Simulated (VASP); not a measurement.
Set up this calculation in VASP 6.6.1, as the native input.

```yaml
Task: single point
Functional: HSE06
Potentials_or_basis: VASP PAW PBE potentials, release 64 (Na_pv, H)
Cutoff: 520 eV
k_mesh: 6 × 6 × 6
Occupations: gaussian, width 0.01 eV
Spin: no spin polarisation
Dipole_correction: no
Grid_for_exact_exchange_PRECFOCK: Normal
Further_INCAR_settings: ALGO = Normal; EDIFF = 1e-06; NBANDS = 11
Share_of_exact_exchange: 0.25
Screening_parameter: 0.2079 1/Å
```

Crystal: NaH.

```
Na H
1.0
     0.00000    2.53771    2.67958
     2.53771    0.00000    2.67958
     2.53771    2.53771    0.00000
Na H
1 1
Direct
  0.00000 0.00000 0.00000
  0.25000 0.25000 0.25000
```

This cell differs from its parent crystal: epitaxial xy strain -2.3%.

The input as run:

POSCAR

```
NaH
1.0
    0.0000000000      2.5377112531      2.6795796369
    2.5377112531      0.0000000000      2.6795796369
    2.5377112531      2.5377112531      0.0000000000
Na H
1 1
Direct
    0.0000000000      0.0000000000      0.0000000000
    0.2500000000      0.2500000000      0.2500000000
```

INCAR.step1

```
SYSTEM = NaH
ALGO = Normal ; EDIFF = 1E-5
ENCUT = 520 ; GGA = PE
ISIF = 2 ; ISMEAR = 0
LASPH = .TRUE. ; LCHARG = .FALSE.
LREAL = .FALSE. ; LWAVE = .TRUE.
NBANDS = 11 ; NELM = 80
PREC = Accurate ; SIGMA = 0.01
```

INCAR.step2

```
SYSTEM = NaH
ALGO = Normal ; EDIFF = 1E-6
ENCUT = 520 ; GGA = PE
HFSCREEN = 0.2079 ; ISIF = 2
ISMEAR = 0 ; ISTART = 1
LASPH = .TRUE. ; LCHARG = .FALSE.
LHFCALC = .TRUE. ; LREAL = .FALSE.
LWAVE = .FALSE. ; NBANDS = 11
NELM = 80 ; PREC = Accurate
PRECFOCK = Normal ; SIGMA = 0.01
```

KPOINTS

```
k-points
0
G
  6 6 6
  0 0 0
```

Potentials or basis: VASP PAW PBE potentials, release 64 (Na_pv, H).

Run with:

```console
$ cat potpaw_PBE.64/Na_pv/POTCAR potpaw_PBE.64/H/POTCAR > POTCAR
$ cp INCAR.step1 INCAR
$ mpirun -np 1 vasp_std > vasp.out
$ cp INCAR.step2 INCAR
$ mpirun -np 1 vasp_std > vasp.out
```

It gave:

```json
{
 "Pressure": "0.3 GPa",
 "Band gap on the k mesh": "4.58 eV (least direct gap 5.40 eV)"
}
```

Caveat: the cell differs from its parent crystal (epitaxial xy strain -2.3%); the structure was generated, so it needn't be the stable form of NaH; the PAW data sets were made with another functional, which shifts forces and pressure a little.

It took 27 min on 1 thread of Intel Xeon 8259CL, on a shared host, peak memory 0.27 GiB.
